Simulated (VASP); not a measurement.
# Yb (Fm-3m) in VASP: further runs, part 2 of 2

VASP 6.6.1. Earlier steps stand in the parts before.

## (3) Relaxation of volume and atoms at fixed shape, LDA

This run uses another cell than the first one, of 41.28 Å³/atom.

Input file INCAR:

```
SYSTEM = Yb
  PREC = Accurate
  ENCUT = 600
  EDIFF = 1E-7
  ISMEAR = -1
  SIGMA = 0.05
  LREAL = .False.
  LASPH = .True.
  NELM = 200
  ALGO = Normal
  ISIF = 8
  LWAVE = .False.
  LCHARG = .False.
  GGA = CA
  IBRION = 2
  NSW = 80
  EDIFFG = -0.03
  GGA_COMPAT = .False.
  NELMIN = 4
  LMAXMIX = 6
```

Input file KPOINTS:

```
regular mesh
0
Gamma
  8 8 8
  0 0 0
```

Input file POSCAR:

```
Yb
1.0
    3.8793290000      0.0000000000      0.0000000000
    1.9396645000      3.3595974636      0.0000000000
    1.9396645000      1.1198658212      3.1674588648
Yb
1
Direct
    0.0000000000      0.0000000000      0.0000000000
```

Potentials or basis: VASP PAW PBE potentials, release 64 (Yb).

Launch:

```sh
$ cat potpaw_PBE.64/Yb/POTCAR > POTCAR
$ mpirun -np 1 vasp_std > vasp.out
```

OUTCAR:

```text
SYSTEM = Yb
   PREC = Accurate
   ENCUT = 600
   EDIFF = 1E-7
   ISMEAR = -1
   LREAL = .False.
   LASPH = .True.
   NELM = 200
   ISIF = 8
   GGA = CA
   IBRION = 2
   NSW = 80
   EDIFFG = -0.03
   NELMIN = 4

 ion  position               nearest neighbor table
   1  0.000  0.000  0.000-

  LATTYP: Found a face centered cubic cell.
 ALAT       =     5.4861996847

  Lattice vectors:

 A1 = (   3.8793290000,   0.0000000000,   0.0000000000)
 A2 = (   1.9396645000,   3.3595974636,   0.0000000000)
 A3 = (   1.9396645000,   1.1198658212,   3.1674588648)

Analysis of symmetry for initial positions (statically):
=====================================================================
 Subroutine PRICEL returns:
 Original cell was already a primitive cell.

 Routine SETGRP: Setting up the symmetry group for a
 face centered cubic supercell.

 Subroutine GETGRP returns: Found 48 space group operations
 (whereof 48 operations were pure point group operations)
 out of a pool of 48 trial point group operations.

The static configuration has the point symmetry O_h .

Analysis of symmetry for dynamics (positions and initial velocities):
=====================================================================
 Subroutine PRICEL returns:
 Original cell was already a primitive cell.

 Routine SETGRP: Setting up the symmetry group for a
 face centered cubic supercell.

 Subroutine GETGRP returns: Found 48 space group operations
 (whereof 48 operations were pure point group operations)
 out of a pool of 48 trial point group operations.

The dynamic configuration has the point symmetry O_h .

 Subroutine INISYM returns: Found 48 space group operations
 (whereof 48 operations are pure point group operations),
 and found     1 'primitive' translations

----------------------------------------------------------------------------------------

                                     Primitive cell

  volume of cell :      41.2814

  direct lattice vectors                    reciprocal lattice vectors
     3.879329000  0.000000000  0.000000000     0.257776538 -0.148827354 -0.105236831
     1.939664500  3.359597464  0.000000000     0.000000000  0.297654707 -0.105236831
     1.939664500  1.119865821  3.167458865     0.000000000  0.000000000  0.315710493

  length of vectors
     3.879329000  3.879329000  3.879329000     0.315710493  0.315710493  0.315710493

  position of ions in fractional coordinates (direct lattice)
     0.000000000  0.000000000  0.000000000

  ion indices of the primitive-cell ions
   primitive index   ion index
                 1           1

----------------------------------------------------------------------------------------

 KPOINTS: regular mesh

Automatic generation of k-mesh.
 Grid dimensions read from file:
 generate k-points for:    8    8    8

 Generating k-lattice:

  Cartesian coordinates                     Fractional coordinates (reciprocal lattice)
     0.032222067 -0.018603419 -0.013154604     0.125000000  0.000000000  0.000000000
     0.000000000  0.037206838 -0.013154604     0.000000000  0.125000000  0.000000000
     0.000000000  0.000000000  0.039463812     0.000000000  0.000000000  0.125000000

  Length of vectors
     0.039463812  0.039463812  0.039463812

  Shift w.r.t. Gamma in fractional coordinates (k-lattice)
     0.000000000  0.000000000  0.000000000

 Subroutine IBZKPT returns following result:
 ===========================================

 Found     29 irreducible k-points:

 Following reciprocal coordinates:
            Coordinates               Weight
  0.000000  0.000000  0.000000      1.000000
  0.125000  0.000000 -0.000000      8.000000
  0.250000  0.000000 -0.000000      8.000000
  0.375000  0.000000  0.000000      8.000000
  0.500000  0.000000 -0.000000      4.000000
  0.125000  0.125000 -0.000000      6.000000
[... 16 lines left out ...]
  0.500000  0.250000  0.125000     48.000000
 -0.375000  0.250000  0.125000     24.000000
 [... further k-points ...]
   k-points           NKPTS =     29   k-points in BZ     NKDIM =     29   number of bands    NBANDS=     16
   number of dos      NEDOS =    301   number of ions     NIONS =      1
   total plane-waves  NPLWV =  32768
   dimension x,y,z NGX =    32 NGY =   32 NGZ =   32
   dimension x,y,z NGXF=    64 NGYF=   64 NGZF=   64
   ions per type =               1
   NGX,Y,Z   is equivalent  to a cutoff of  13.71, 13.71, 13.71 a.u.
   NGXF,Y,Z  is equivalent  to a cutoff of  27.43, 27.43, 27.43 a.u.
 SYSTEM =  Yb
   PREC   = accura    normal or accurate (medium, high low for compatibility)
   ISTART =      0    job   : 0-new  1-cont  2-samecut
   ICHARG =      2    charge: 1-file 2-atom 10-const
   ISPIN  =      1    spin polarized calculation?
   LNONCOLLINEAR =      F non collinear calculations
   LSORBIT =      F    spin-orbit coupling
   LASPH  =      T    aspherical Exc in radial PAW
   ENCUT  =  600.0 eV  44.10 Ry    6.64 a.u.   7.75  7.75  7.75*2*pi/ulx,y,z
   NELM   =    200;   NELMIN=  4; NELMDL= -5     # of ELM steps
   EDIFF  = 0.1E-06   stopping-criterion for ELM
   LREAL  =      F    real-space projection
   EDIFFG = -.3E-01   stopping-criterion for IOM
   NSW    =     80    number of steps for IOM
   IBRION =      2    ionic relax: 0-MD 1-quasi-New 2-CG
   NFREE  =      1    steps in history (QN), initial steepest desc. (CG)
   ISIF   =      8    stress and relaxation
   ISYM   =      2    0-nonsym 1-usesym 2-fastsym
   POTIM  = 0.5000    time-step for ionic-motion
   TEBEG  =    0.0;   TEEND  =   0.0 temperature during run
   PSTRESS=    0.0 pullay stress
   NELECT =      24.0000    total number of electrons
   NUPDOWN=      -1.0000    fix difference up-down
   EMIN   =  10.00;   EMAX   =-10.00  energy-range for DOS
   EFERMI =   0.00;   METHOD = LEGACY
   ISMEAR =    -1;   SIGMA  =   0.05  broadening in eV -4-tet -1-fermi 0-gaus
   EFERMI_NEDOS =   21; number of points for ismear=-14 and -15
   IALGO  =     38    algorithm
   IMIX   =      4    mixing-type and parameters
     AMIX     =   0.40;   BMIX     =  1.00
     AMIX_MAG =   1.60;   BMIX_MAG =  1.00
  volume/ion in A,a.u.               =      41.28       278.58
  Fermi-wavevector in a.u.,A,eV,Ry     =   1.366345  2.582017 25.400690  1.866898
  Thomas-Fermi vector in A             =   2.492494
   LORBIT       =      0    0 simple, 1 ext, 2 COOP (PROOUT), +10 PAW based schemes
   GGA     = CA    functional components
   LHFCALC =     F    Hartree Fock is set to
   AEXX    =    0.0000 exact exchange contribution
   IVDW    =     0    specifies the selected vdW correction
   LEPSILON=     F    determine dielectric tensor
   LRPA    =     F    only Hartree local field effects (RPA)
 conjugate gradient relaxation of ions
 non-spin polarized calculation
  energy-cutoff  :      600.00
  volume of cell :       41.28
 maximum number of plane-waves:      1411
   NGX = 15   NGY = 15   NGZ = 15

--------------------------------------- Ionic step        1  -------------------------------------------

 number of electron      24.0000000 magnetization

 Free energy of the ion-electron system (eV)
  ---------------------------------------------------
  ext. energy  EPLUGINS =         0.00000000
  ---------------------------------------------------
  free energy    TOTEN  =        -3.97008755 eV

  energy without entropy =       -3.95860508  energy(sigma->0) =       -3.96434631

------------------------ aborting loop because EDIFF is reached ----------------------------------------

  FORCE on cell =-STRESS in cart. coord.  units (eV):
  Direction    XX          YY          ZZ          XY          YZ          ZX
  --------------------------------------------------------------------------------------
  -------------------------------------------------------------------------------------
  Total       -1.1955650     -1.1955650     -1.1955650     -0.0000000      0.0000000      0.0000000
  in kB      -46.4011696    -46.4011696    -46.4011696     -0.0000000      0.0000000      0.0000000
  external PRESSURE =     -46.4011696 kB  Pullay stress =       0.0000000 kB
[... 20 lines left out ...]
  energy  without entropy=       -3.9586050786  energy(sigma->0) =       -3.96434631

--------------------------------------- Ionic step        2  -------------------------------------------

 number of electron      24.0000004 magnetization

 E-fermi :   1.4322     XC(G=0):  -9.9366

 val. band max:        1.4145841573   @ k =  -0.2500   0.5000   0.2500
 cond. band min:       1.5005631714   @ k =  -0.3750   0.3750   0.0000
 fundamental gap:      0.0859790141
 Fermi energy:         1.4322273716

 k-point     1 :       0.0000    0.0000    0.0000
  band No.  band energies     occupation
      1     -49.9798      2.00000
      2     -22.3255      2.00000
      3     -22.3255      2.00000
      4     -22.3255      2.00000
      5      -3.8101      2.00000
      6       0.9033      1.99995
[... 8 lines left out ...]
     15       4.1976      0.00000
     16       6.3901      0.00000
[... 609 lines left out ...]
  energy  without entropy=       -4.1756123495  energy(sigma->0) =       -4.18299669

--------------------------------------- Ionic step        7  -------------------------------------------

 number of electron      24.0000001 magnetization

 Free energy of the ion-electron system (eV)
  ---------------------------------------------------
  ext. energy  EPLUGINS =         0.00000000
  ---------------------------------------------------
  free energy    TOTEN  =        -4.19244586 eV

  energy without entropy =       -4.17887945  energy(sigma->0) =       -4.18566266

 E-fermi :   1.8493     XC(G=0): -10.6690

 val. band max:        1.8358053826   @ k =  -0.2500   0.5000   0.2500
 cond. band min:       1.8964426956   @ k =   0.5000   0.3750   0.0000
 fundamental gap:      0.0606373130
 Fermi energy:         1.8492757560

 k-point     1 :       0.0000    0.0000    0.0000
  band No.  band energies     occupation
      1     -49.4012      2.00000
      2     -21.6123      2.00000
      3     -21.6123      2.00000
      4     -21.6123      2.00000
      5      -3.6168      2.00000
      6       1.2741      1.99998
[... 8 lines left out ...]
     15       4.8401      0.00000
     16       7.4100      0.00000
[... 465 lines left out ...]
  FREE ENERGIE OF THE ION-ELECTRON SYSTEM (eV)
  ---------------------------------------------------
  free  energy   TOTEN  =        -4.1924458612 eV

  energy  without entropy=       -4.1788794519  energy(sigma->0) =       -4.18566266

 reached required accuracy - stopping structural energy minimisation
```

Run time: 9.9 min. Hardware: 1 thread of Intel Xeon 8259CL, shared host; peak memory 0.2 GiB.

What came out:

* Free energy: -4.1924 eV
* Relaxed volume: 29.65 Å³/atom
* Relaxed cell: a = 3.474 Å, b = 3.474 Å, c = 3.474 Å, α = 60.00°, β = 60.00°, γ = 60.00°
* Space group after relaxing (to 0.1 Å): Fm-3m (No. 225)
* Energy gained by relaxing: 222.4 meV/atom
* Ionic steps: 7
* Pressure after relaxing: 0.1 GPa
* Band gap on the k mesh: zero (bands 12 and 13 overlap by 0.22 eV)

Step by step:
| step | energy change (eV) | largest force (eV/Å) | pressure (GPa) | volume (Å³) |
| --- | --- | --- | --- | --- |
| 1 | 0.0000 | 0.0000 | -4.64 | 41.28 |
| 2 | -0.1695 | 0.0000 | -2.57 | 34.54 |
| 3 | -0.2057 | 0.0000 | -1.22 | 32.26 |
| 4 | -0.2143 | 0.0000 | 2.17 | 27.99 |
| 5 | -0.2203 | 0.0000 | -0.76 | 30.53 |
| 6 | -0.2203 | 0.0000 | 0.80 | 28.80 |
| 7 | -0.2224 | 0.0000 | 0.06 | 29.65 |

Final structure:
```
CELL_PARAMETERS angstrom
3.47425 0.00000 0.00000
1.73712 3.00879 0.00000
1.73712 1.00293 2.83671
ATOMIC_POSITIONS crystal
Yb 0.00000 0.00000 0.00000
```

Caveat: the volume moved by over 15 % at a fixed basis, so the end points are rough; the PAW data sets were made with another functional, which shifts forces and pressure a little; spin-orbit coupling is left out, which moves the levels of the heavy elements. Spin polarisation is off, so any magnetic state and its effect on volume and gap are missing.

The gap in the log of VASP goes by the Fermi energy; the results here count the filled bands.